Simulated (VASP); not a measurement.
Wanted: the native input for a VASP 6.6.1 run.

- Task: single point
- Functional: PBE
- Potentials or basis: VASP PAW PBE potentials, release 64 (Zn, Te, O)
- Cutoff: 520 eV
- k mesh: 4 × 4 × 4
- Occupations: gaussian, width 0.1 eV
- Spin: no spin polarisation
- Dipole correction: no
- Further INCAR settings: ALGO = Normal; EDIFF = 1e-06; NBANDS = 26

The structure of ZnTe3O lies in POSCAR:

```
ZnTe3O
1.0
    4.6898526100      0.0000000000      0.0000000000
    0.0000000000      4.6898526100      0.0000000000
    0.0000000000      0.0000000000      4.6898526100
Zn Te O
1 3 1
Direct
    0.0000000000      0.0000000000      0.0000000000
    0.5000000000      0.0000000000      0.0000000000
    0.0000000000      0.5000000000      0.0000000000
    0.0000000000      0.0000000000      0.5000000000
    0.5000000000      0.5000000000      0.5000000000
```

These files were run (other wordings do the same):

INCAR

```
SYSTEM = ZnTe3O
  ALGO = Normal
  EDIFF = 1E-6
  ENCUT = 520
  GGA = PE
  ISIF = 2
  ISMEAR = 0
  LASPH = .True.
  LCHARG = .False.
  LREAL = .False.
  LWAVE = .False.
  NBANDS = 26
  NELM = 60
  PREC = Accurate
  SIGMA = 0.1
```

KPOINTS

```
k-points
0
Gamma
  4 4 4
  0 0 0
```

Potentials or basis: VASP PAW PBE potentials, release 64 (Zn, Te, O).

Run with:

```sh
$ cat potpaw_PBE.64/Zn/POTCAR potpaw_PBE.64/Te/POTCAR potpaw_PBE.64/O/POTCAR > POTCAR
$ mpirun -np 1 vasp_std > vasp.out
```

It gave:

```
Pressure               : 25.7 GPa
Band gap on the k mesh : zero (band 18 reaches 8.64 eV, above the bottom of band 19 at 6.46 eV)
```

Caveat: spin-orbit coupling is left out, which moves the levels of the heavy elements.

It took 29 s on 1 thread of Intel Xeon 6975P-C (shared host), peak memory 0.22 GiB.
